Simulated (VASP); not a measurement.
Here is a VASP 6.6.1 calculation.

The input INCAR:

```
ALGO = Normal ; EDIFF = 1E-6
ENCUT = 520 ; GGA = PE
ISIF = 2 ; ISMEAR = -1
LASPH = T ; LCHARG = F
LREAL = F ; LWAVE = F
NBANDS = 25 ; NELM = 80
PREC = Accurate ; SIGMA = 0.1
```

KPOINTS

```
k-points
0
Gamma
  9 9 13
```

The input POSCAR:

```
Ti
1.0
    4.5812504304      0.0000000000      0.0000000000
   -2.2906252152      3.9674792538      0.0000000000
    0.0000000000      0.0000000000      2.8319712813
Ti
3
Direct
    0.0000000000      0.0000000000      0.0000000000
    0.3333333333      0.6666666667      0.5000000000
    0.6666666667      0.3333333333      0.5000000000
```

Potentials or basis: VASP PAW PBE potentials, release 64 (Ti_sv).

Run with:

```bash
$ cat potpaw_PBE.64/Ti_sv/POTCAR > POTCAR
$ mpirun -np 1 vasp_std > vasp.out
```

What does it give for the band gap on the k mesh?

Zero (bands 18 and 19 overlap by 0.27 eV).

What does it give for the pressure?

-0.2 GPa.
